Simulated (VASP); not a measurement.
Ge, 4 atoms in the cell. The structure is hexagonal, space group P6_3/mmc (No. 194). The conventional cell has a = 4.101 Å, b = 4.101 Å, c = 5.999 Å, α = 90.00°, β = 90.00°, γ = 120.00°. Within 3.7 Å of Ge (site symmetry -3m) lie 8 Ge at 2.80 to 3.00 Å. Ge (site symmetry -6m2) has 12 Ge at 2.80 to 3.82 Å within 3.9 Å. This isn't the form of Ge at room conditions, which is diamond. This cell differs from its parent crystal: strain +0.080 along x and y, -0.040 along z.

| Quantity | Value |
| --- | --- |
| Program | VASP 6.6.1 |
| Task | single point |
| Functional | PBEsol |
| Potentials or basis | VASP PAW PBE potentials, release 64 (Ge_d) |
| Cutoff | 520 eV |
| k mesh | 12 × 12 × 8 |
| Occupations | gaussian, width 0.15 eV |
| Spin | no spin polarisation |
| Dipole correction | no |
| Further INCAR settings | ALGO = Normal; EDIFF = 1e-06; NBANDS = 36 |

Potentials or basis: VASP PAW PBE potentials, release 64 (Ge_d).

Run with:

```bash
$ cat potpaw_PBE.64/Ge_d/POTCAR > POTCAR
$ mpirun -np 1 vasp_std > vasp.out
```

Hardware: 1 thread of AMD EPYC 9R45 96-Core Processor (Zen 5) (shared host).

**Question.** How long does it take, and how much memory?

**Answer.** It took 2.6 min on 1 thread of AMD EPYC 9R45 96-Core Processor (Zen 5), with other jobs on the host, peak memory 0.3 GiB. Counts: scf iterations 14, k points 95.
